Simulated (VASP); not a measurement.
Wanted: the native input for a VASP 6.6.1 run.

- Task: single point
- Functional: PBEsol
- Potentials or basis: VASP PAW PBE potentials, release 64 (Al, Cu)
- Cutoff: 520 eV
- k mesh: 12 × 12 × 12
- Occupations: gaussian, width 0.1 eV
- Spin: no spin polarisation
- Dipole correction: no
- Further INCAR settings: ALGO = Fast; EDIFF = 1e-06; NBANDS = 26

The structure of AlCu3 lies in POSCAR:

```
AlCu3
1.0
    0.0000000000      2.8712030895      2.8712030895
    2.8712030895      0.0000000000      2.8712030895
    2.8712030895      2.8712030895      0.0000000000
Al Cu
1 3
Direct
    0.0000000000      0.0000000000      0.0000000000
    0.5000000000      0.5000000000      0.5000000000
    0.2500000000      0.2500000000      0.2500000000
    0.7500000000      0.7500000000      0.7500000000
```

One way to write it, as run:

INCAR

```
PREC     = Accurate       # precision mode
ENCUT    = 520            # plane-wave cutoff, eV
EDIFF    = 1E-6           # SCF threshold, eV
ISMEAR   = 0              # smearing method
SIGMA    = 0.1            # smearing width, eV
LREAL    = False          # projectors in reciprocal space
LASPH    = True           # aspherical terms in the spheres
NELM     = 60             # most SCF steps
ALGO     = Fast           # electronic algorithm
ISIF     = 2              # what is computed and relaxed
LWAVE    = False          # write WAVECAR
LCHARG   = False          # write CHGCAR
GGA      = PS             # functional
NBANDS   = 26             # bands
```

KPOINTS

```
regular mesh
0
Gamma
  12 12 12
```

Potentials or basis: VASP PAW PBE potentials, release 64 (Al, Cu).

Command:

```console
$ cat potpaw_PBE.64/Al/POTCAR potpaw_PBE.64/Cu/POTCAR > POTCAR
$ mpirun -np 1 vasp_std > vasp.out
```

It gave:

```json
{
  "Pressure": "2.7 GPa",
  "Band gap on the k mesh": "zero (bands 18 and 19 overlap by 5.90 eV)"
}
```

Caveat: the PAW data sets were made with another functional, which shifts forces and pressure a little.

Wall time 3.1 min on 1 thread of Intel Xeon 8259CL, on a shared host, peak memory 0.21 GiB.
